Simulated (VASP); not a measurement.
# MnO (R-3m) in VASP: further runs

The runs below take MnO through single point, with PBE.

Everything below comes from runs of VASP 6.6.1. Logs are shortened: lines on timing, memory, paths and dates and some standing lists are left out, and cuts for length are marked.

## (1) The cell of the first run

The structure is trigonal, space group R-3m (No. 166). The conventional cell has a = 3.063 Å, b = 3.063 Å, c = 5.975 Å, α = 90.00°, β = 90.00°, γ = 120.00°. Within 2.7 Å of Mn (site symmetry -3m) lie 6 O at 2.03 Å and 6 Mn at 2.66 Å. O (site symmetry -3m) has 6 Mn at 2.03 Å and 6 O at 2.66 Å within 2.7 Å.

## (2) Single point, PBE (8.09 Å³/atom)

The input, INCAR:

```
SYSTEM = MnO
ALGO = Normal ; EDIFF = 1E-6
ENCUT = 520 ; GGA = PE
ISIF = 2 ; ISMEAR = 0
LASPH = .True. ; LCHARG = .True.
LELF = .True. ; LREAL = .False.
LVHAR = .True. ; LWAVE = .False.
NBANDS = 16 ; NELM = 80
PREC = Accurate ; SIGMA = 0.05
```

The input, KPOINTS:

```
k-points
0
Gamma
  14 14 14
  0 0 0
```

The input, POSCAR:

```
MnO
1.0
    1.5313550565      0.8841282555      1.9916084554
   -1.5313550565      0.8841282555      1.9916084554
    0.0000000000     -1.7682565069      1.9916084572
Mn O
1 1
Direct
    1.0000000000      0.0000000000      0.0000000000
    0.5000000000      0.5000000000      0.5000000000
```

Potentials or basis: VASP PAW PBE potentials, release 64 (Mn_pv, O).

Run with:

```
> cat potpaw_PBE.64/Mn_pv/POTCAR potpaw_PBE.64/O/POTCAR > POTCAR
> mpirun -np 1 vasp_std > vasp.out
```

OUTCAR:

```text
SYSTEM = MnO
   EDIFF = 1E-6
   ENCUT = 520
   GGA = PE
   ISIF = 2
   ISMEAR = 0
   LASPH = .True.
   LREAL = .False.
   NELM = 80
   PREC = Accurate

 ion  position               nearest neighbor table
   1  0.000  0.000  0.000-   2 2.03   2 2.03   2 2.03   2 2.03   2 2.03   2 2.03
   2  0.500  0.500  0.500-   1 2.03   1 2.03   1 2.03   1 2.03   1 2.03   1 2.03

  LATTYP: Found a trigonal (rhomboedric) cell.
 ALAT       =     2.6633128470
 COS(alpha) =     0.3387930322

  Lattice vectors:

 A1 = (   1.5313550565,   0.8841282555,   1.9916084554)
 A2 = (  -1.5313550565,   0.8841282555,   1.9916084554)
 A3 = (   0.0000000000,  -1.7682565069,   1.9916084572)

Analysis of symmetry for initial positions (statically):
=====================================================================
 Subroutine PRICEL returns:
 Original cell was already a primitive cell.

 Routine SETGRP: Setting up the symmetry group for a
 trigonal (rhombohedral) supercell.

 Subroutine GETGRP returns: Found 12 space group operations
 (whereof 12 operations were pure point group operations)
 out of a pool of 12 trial point group operations.

The static configuration has the point symmetry D_3d.

Analysis of symmetry for dynamics (positions and initial velocities):
=====================================================================
 Subroutine PRICEL returns:
 Original cell was already a primitive cell.

 Routine SETGRP: Setting up the symmetry group for a
 trigonal (rhombohedral) supercell.

 Subroutine GETGRP returns: Found 12 space group operations
 (whereof 12 operations were pure point group operations)
 out of a pool of 12 trial point group operations.

The dynamic configuration has the point symmetry D_3d.

 Subroutine INISYM returns: Found 12 space group operations
 (whereof 12 operations are pure point group operations),
 and found     1 'primitive' translations

----------------------------------------------------------------------------------------

                                     Primitive cell

  volume of cell :      16.1788

  direct lattice vectors                    reciprocal lattice vectors
     1.531355057  0.884128255  1.991608455     0.326508211  0.188509604  0.167368908
    -1.531355057  0.884128255  1.991608455    -0.326508211  0.188509604  0.167368908
     0.000000000 -1.768256507  1.991608457     0.000000000 -0.377019207  0.167368909

  length of vectors
     2.663312847  2.663312847  2.663312847     0.412499496  0.412499496  0.412499496

  position of ions in fractional coordinates (direct lattice)
     0.000000000  0.000000000  0.000000000
     0.500000000  0.500000000  0.500000000

  ion indices of the primitive-cell ions
   primitive index   ion index
                 1           1
                 2           2

----------------------------------------------------------------------------------------

 KPOINTS: k-points

Automatic generation of k-mesh.
 Grid dimensions read from file:
 generate k-points for:   14   14   14

 Generating k-lattice:

  Cartesian coordinates                     Fractional coordinates (reciprocal lattice)
     0.023322015  0.013464972  0.011954922     0.071428571  0.000000000  0.000000000
    -0.023322015  0.013464972  0.011954922     0.000000000  0.071428571  0.000000000
     0.000000000 -0.026929943  0.011954922    -0.000000000 -0.000000000  0.071428571

  Length of vectors
     0.029464250  0.029464250  0.029464250

  Shift w.r.t. Gamma in fractional coordinates (k-lattice)
     0.000000000  0.000000000  0.000000000

 Subroutine IBZKPT returns following result:
 ===========================================

 Found    288 irreducible k-points:

 Following reciprocal coordinates:
            Coordinates               Weight
  0.000000  0.000000  0.000000      1.000000
  0.071429 -0.000000  0.000000      6.000000
  0.142857  0.000000  0.000000      6.000000
  0.214286  0.000000  0.000000      6.000000
  0.285714 -0.000000  0.000000      6.000000
  0.357143  0.000000  0.000000      6.000000
[... 16 lines left out ...]
  0.214286  0.142857  0.000000     12.000000
  0.285714  0.142857  0.000000     12.000000
 [... further k-points ...]
   k-points           NKPTS =    288   k-points in BZ     NKDIM =    288   number of bands    NBANDS=     16
   number of dos      NEDOS =    301   number of ions     NIONS =      2
   total plane-waves  NPLWV =   8000
   dimension x,y,z NGX =    20 NGY =   20 NGZ =   20
   dimension x,y,z NGXF=    40 NGYF=   40 NGZF=   40
   ions per type =               1   1
   NGX,Y,Z   is equivalent  to a cutoff of  12.48, 12.48, 12.48 a.u.
   NGXF,Y,Z  is equivalent  to a cutoff of  24.97, 24.97, 24.97 a.u.
 SYSTEM =  MnO
   PREC   = accura    normal or accurate (medium, high low for compatibility)
   ISTART =      0    job   : 0-new  1-cont  2-samecut
   ICHARG =      2    charge: 1-file 2-atom 10-const
   ISPIN  =      1    spin polarized calculation?
   LNONCOLLINEAR =      F non collinear calculations
[... 114 lines left out ...]
      6       4.2996      2.00000
[... 8 lines left out ...]
     15      27.3616      0.00000
     16      32.6609      0.00000

 k-point     6 :       0.3571    0.0000    0.0000
  band No.  band energies     occupation
      1     -37.4858      2.00000
      2     -37.3051      2.00000
      3     -37.0687      2.00000
      4     -10.2926      2.00000
      5       1.5988      2.00000
      6       3.9223      2.00000
[... 8 lines left out ...]
     15      26.5012      0.00000
     16      31.7319      0.00000

 k-point     7 :       0.4286    0.0000    0.0000
  band No.  band energies     occupation
      1     -37.5186      2.00000
      2     -37.3040      2.00000
      3     -37.0748      2.00000
      4     -10.0377      2.00000
      5       1.0036      2.00000
      6       3.6860      2.00000
[... 8 lines left out ...]
     15      25.8990      0.00000
     16      31.0815      0.00000

 k-point     8 :       0.5000   -0.0000    0.0000
  band No.  band energies     occupation
      1     -37.5305      2.00000
      2     -37.3036      2.00000
      3     -37.0769      2.00000
      4      -9.9427      2.00000
      5       0.7936      2.00000
      6       3.6057      2.00000
[... 8 lines left out ...]
     15      25.6829      0.00000
     16      30.8510      0.00000

 k-point     9 :       0.0714    0.0714    0.0000
  band No.  band energies     occupation
      1     -37.3185      2.00000
      2     -37.3169      2.00000
      3     -37.0219      2.00000
      4     -11.4449      2.00000
      5       5.4927      2.00000
      6       5.7896      2.00000
[... 8 lines left out ...]
     15      29.2960      0.00000
     16      30.1285      0.00000
[... 172 lines left out ...]
 k-point    19 :      -0.2143    0.0714    0.0000
  band No.  band energies     occupation
      1     -37.4005      2.00000
      2     -37.3161      2.00000
      3     -37.0490      2.00000
      4     -10.8594      2.00000
      5       3.2562      2.00000
      6       4.6567      2.00000
[... 8 lines left out ...]
     15      27.5250      0.00000
     16      31.8735      0.00000

 k-point    20 :      -0.1429    0.0714   -0.0000
  band No.  band energies     occupation
      1     -37.3591      2.00000
      2     -37.3167      2.00000
      3     -37.0331      2.00000
      4     -11.1631      2.00000
      5       4.2650      2.00000
      6       5.1546      2.00000
[... 8 lines left out ...]
     15      28.2876      0.00000
     16      31.4559      0.00000

 k-point    21 :      -0.0714    0.0714    0.0000
  band No.  band energies     occupation
      1     -37.3315      2.00000
      2     -37.3151      2.00000
      3     -37.0203      2.00000
      4     -11.3793      2.00000
      5       5.1279      2.00000
      6       5.5962      2.00000
[... 8 lines left out ...]
     15      28.9835      0.00000
     16      30.7186      0.00000

 k-point    22 :       0.1429    0.1429    0.0000
  band No.  band energies     occupation
      1     -37.3370      2.00000
      2     -37.3320      2.00000
      3     -37.0511      2.00000
      4     -11.1700      2.00000
      5       4.3510      2.00000
      6       5.3327      2.00000
[... 8 lines left out ...]
     15      28.5846      0.00000
     16      30.1194      0.00000

 k-point    23 :       0.2143    0.1429    0.0000
  band No.  band energies     occupation
      1     -37.3696      2.00000
      2     -37.3292      2.00000
      3     -37.0687      2.00000
      4     -10.9536      2.00000
      5       3.6575      2.00000
      6       4.9523      2.00000
[... 8 lines left out ...]
     15      28.3647      0.00000
     16      29.7275      0.00000

 k-point    24 :       0.2857    0.1429    0.0000
  band No.  band energies     occupation
      1     -37.4148      2.00000
      2     -37.3257      2.00000
      3     -37.0836      2.00000
      4     -10.6683      2.00000
      5       2.8578      2.00000
      6       4.4632      2.00000
[... 8 lines left out ...]
     15      27.7729      0.00000
     16      30.0469      0.00000

 [... further k-points ...]

------------------------ aborting loop because EDIFF is reached ----------------------------------------

  FORCE on cell =-STRESS in cart. coord.  units (eV):
  Direction    XX          YY          ZZ          XY          YZ          ZX
  --------------------------------------------------------------------------------------
  -------------------------------------------------------------------------------------
  Total        1.2412957      1.2412957      1.2141331      0.0000000     -0.0000000     -0.0000000
  in kB      122.9247836    122.9247836    120.2348838      0.0000000     -0.0000000     -0.0000000
  external PRESSURE =     122.0281504 kB  Pullay stress =       0.0000000 kB

 VOLUME and BASIS-vectors are now :
 -----------------------------------------------------------------------------
  energy-cutoff  :      520.00
  volume of cell :       16.18
      direct lattice vectors                 reciprocal lattice vectors
     1.531355057  0.884128255  1.991608455     0.326508211  0.188509604  0.167368908
    -1.531355057  0.884128255  1.991608455    -0.326508211  0.188509604  0.167368908
     0.000000000 -1.768256507  1.991608457     0.000000000 -0.377019207  0.167368909

 POSITION                                       TOTAL-FORCE (eV/Angst)
 -----------------------------------------------------------------------------------
      0.00000      0.00000      0.00000         0.000000     -0.000000     -0.000000
      0.00000      0.00000      2.98741         0.000000      0.000000      0.000000
 -----------------------------------------------------------------------------------
    total drift:                               -0.000000     -0.000000      0.000000

  FREE ENERGIE OF THE ION-ELECTRON SYSTEM (eV)
  ---------------------------------------------------
  free  energy   TOTEN  =       -14.9602518150 eV

  energy  without entropy=      -14.9564548265  energy(sigma->0) =      -14.95835332
```

Wall time 47 s (1 thread of Intel Xeon Platinum 8259CL at 2.50GHz (Skylake/Cascade Lake), shared host); peak memory 0.18 GiB.

Results:

| Item | Value |
| --- | --- |
| Free energy | -14.9603 eV |
| Pressure | 12.2 GPa |
| Band gap on the k mesh | zero (an odd number of electrons rules out a gap without spin polarisation) |

Levels at points of the mesh, in eV from the Fermi level:
| k point | band 5 | band 6 | band 7 | band 8 | band 9 | band 10 | band 11 | band 12 | band 13 | band 14 |
| --- | --- | --- | --- | --- | --- | --- | --- | --- | --- | --- |
| (0.00, 0.00, 0.00) | -5.15 | -5.15 | -4.09 | -2.72 | -2.72 | -0.99 | -0.79 | -0.79 | 2.62 | 16.30 |
| (0.50, 0.00, 0.00) | -10.38 | -7.57 | -6.05 | -1.30 | -0.95 | 0.87 | 2.00 | 2.58 | 5.78 | 10.80 |
| (0.50, 0.50, 0.00) | -8.69 | -6.90 | -5.10 | -3.79 | -0.56 | -0.05 | 0.36 | 0.62 | 8.97 | 10.33 |
| (0.50, 0.50, 0.50) | -9.92 | -8.50 | -8.50 | 0.35 | 0.35 | 0.53 | 2.89 | 2.89 | 4.46 | 12.31 |

Caveat: the cell stands under pressure; an odd number of electrons without spin polarisation forces a metal; a magnetic or distorted state may lie lower; the run has no spin polarisation, though such a crystal can be magnetic; semilocal functionals often make such compounds metallic where correlation or magnetic order opens a gap, which also shifts bond lengths. With open d or f shells a metallic result of PBE can be an artefact of self-interaction; +U or a hybrid may open a gap.

## (3) Single point, PBE (8.26 Å³/atom)

This run uses another cell than the first one, of 8.26 Å³/atom.

The input, INCAR:

```
PREC = Accurate
ENCUT = 520
EDIFF = 1E-6
ISMEAR = 0
SIGMA = 0.05
LREAL = F
LASPH = T
NELM = 80
ALGO = Normal
ISIF = 2
LWAVE = F
LCHARG = F
GGA = PE
NBANDS = 16
```

The input, KPOINTS:

```
regular mesh
0
Gamma
  14 14 14
```

The input, POSCAR:

```
MnO
1.0
    1.5390319197      0.8885604945      2.0128682215
   -1.5390319197      0.8885604945      2.0128682215
    0.0000000000     -1.7771209849      2.0128682232
Mn O
1 1
Direct
    1.0000000000      0.0000000000      0.0000000000
    0.5000000000      0.5000000000      0.5000000000
```

Potentials or basis: VASP PAW PBE potentials, release 64 (Mn_pv, O).

Run with:

```
> cat potpaw_PBE.64/Mn_pv/POTCAR potpaw_PBE.64/O/POTCAR > POTCAR
> mpirun -np 1 vasp_std > vasp.out
```

Wall time 45 s (1 thread of Intel Xeon Platinum 8259CL at 2.50GHz (Skylake/Cascade Lake), shared host); peak memory 0.18 GiB.

It converged, with:

```yaml
Free_energy: -14.9801 eV
Pressure: 6.3 GPa
Band_gap_on_the_k_mesh: zero (an odd number of electrons rules out a gap without spin polarisation)
```

Stress tensor (GPa, compression positive):
```
6.33 0.00 0.00
0.00 6.33 0.00
0.00 0.00 6.12
```

Levels at points of the mesh, in eV from the Fermi level:
| k point | band 5 | band 6 | band 7 | band 8 | band 9 | band 10 | band 11 | band 12 | band 13 | band 14 |
| --- | --- | --- | --- | --- | --- | --- | --- | --- | --- | --- |
| (0.00, 0.00, 0.00) | -5.06 | -5.06 | -4.03 | -2.62 | -2.62 | -0.99 | -0.78 | -0.78 | 2.44 | 16.18 |
| (0.50, 0.00, 0.00) | -10.18 | -7.41 | -5.96 | -1.23 | -0.91 | 0.83 | 1.96 | 2.51 | 5.68 | 10.58 |
| (0.50, 0.50, 0.00) | -8.54 | -6.76 | -5.04 | -3.68 | -0.53 | -0.04 | 0.33 | 0.58 | 8.77 | 10.16 |
| (0.50, 0.50, 0.50) | -9.72 | -8.29 | -8.29 | 0.32 | 0.32 | 0.50 | 2.80 | 2.80 | 4.41 | 12.22 |

Caveat: the cell stands under pressure; an odd number of electrons without spin polarisation forces a metal; a magnetic or distorted state may lie lower; the run has no spin polarisation, though such a crystal can be magnetic; semilocal functionals often make such compounds metallic where correlation or magnetic order opens a gap, which also shifts bond lengths. Spin polarisation is off, so any magnetic state and its effect on volume and gap are missing.

## (4) Single point, PBE (8.59 Å³/atom)

This run uses another cell than the first one, of 8.59 Å³/atom.

The input, INCAR:

```
PREC     = Accurate       # precision mode
ENCUT    = 520            # plane-wave cutoff, eV
EDIFF    = 1E-6           # SCF threshold, eV
ISMEAR   = 0              # smearing method
SIGMA    = 0.05           # smearing width, eV
LREAL    = F              # projectors in reciprocal space
LASPH    = T              # aspherical terms in the spheres
NELM     = 60             # most SCF steps
ALGO     = Normal         # electronic algorithm
ISIF     = 2              # what is computed and relaxed
LWAVE    = F              # write WAVECAR
LCHARG   = F              # write CHGCAR
GGA      = PE             # functional
NBANDS   = 16             # bands
```

The input, KPOINTS:

```
Automatic mesh
0
Gamma
  14 14 14
```

The input, POSCAR:

```
MnO
1.0
    1.5543256950      0.8973903598      2.0540009538
   -1.5543256950      0.8973903598      2.0540009538
    0.0000000000     -1.7947807155      2.0540009556
Mn O
1 1
Direct
    1.0000000000      0.0000000000      0.0000000000
    0.5000000000      0.5000000000      0.5000000000
```

Run with:

```
> cat potpaw_PBE.64/Mn_pv/POTCAR potpaw_PBE.64/O/POTCAR > POTCAR
> mpirun -np 1 vasp_std > vasp.out
```

It took 45 s on 1 thread of Intel Xeon Platinum 8259CL at 2.50GHz (Skylake/Cascade Lake), shared host; peak memory 0.19 GiB.

The run converged. Its results:

| Item | Value |
| --- | --- |
| Free energy | -14.9854 eV |
| Pressure | -3.9 GPa |
| Band gap on the k mesh | zero (an odd number of electrons rules out a gap without spin polarisation) |

Levels at points of the mesh, in eV from the Fermi level:
| k point | band 6 | band 7 | band 8 | band 9 | band 10 | band 11 | band 12 | band 13 |
| --- | --- | --- | --- | --- | --- | --- | --- | --- |
| (0.00, 0.00, 0.00) | -4.88 | -3.91 | -2.42 | -2.42 | -0.99 | -0.74 | -0.74 | 2.12 |
| (0.50, 0.00, 0.00) | -7.11 | -5.78 | -1.12 | -0.84 | 0.75 | 1.87 | 2.37 | 5.48 |
| (0.50, 0.50, 0.00) | -6.50 | -4.91 | -3.46 | -0.49 | -0.02 | 0.28 | 0.52 | 8.38 |
| (0.50, 0.50, 0.50) | -7.91 | -7.91 | 0.27 | 0.27 | 0.45 | 2.64 | 2.64 | 4.34 |

Caveat: the cell stands under tension; an odd number of electrons without spin polarisation forces a metal; a magnetic or distorted state may lie lower; the run has no spin polarisation, though such a crystal can be magnetic; semilocal functionals often make such compounds metallic where correlation or magnetic order opens a gap, which also shifts bond lengths. Spin polarisation is off, so any magnetic state and its effect on volume and gap are missing.

## (5) The runs side by side

| cell | gap on the mesh (eV) | pressure (GPa) |
| --- | --- | --- |
| a = 2.663 Å, angles 70.2°, 2 atoms | none | 12.2 |
| a = 2.685 Å, angles 69.9°, 2 atoms | none | 6.3 |
| a = 2.728 Å, angles 69.5°, 2 atoms | none | -3.9 |

Alike in all rows: task single point; level PBE; potentials or basis VASP PAW PBE potentials, release 64 (Mn_pv, O); no spin polarisation; k mesh 14 × 14 × 14; cutoff (eV) 520; smearing gaussian 0.05 eV.

Caveats: an odd number of electrons without spin polarisation forces a metal; a magnetic or distorted state may lie lower; the run has no spin polarisation, though such a crystal can be magnetic; semilocal functionals often make such compounds metallic where correlation or magnetic order opens a gap, which also shifts bond lengths; the cell stands under pressure (at least some runs); the cell stands under tension (at least some runs).

Total energies depend on the potentials used, so only differences within one code and one set of settings carry meaning.
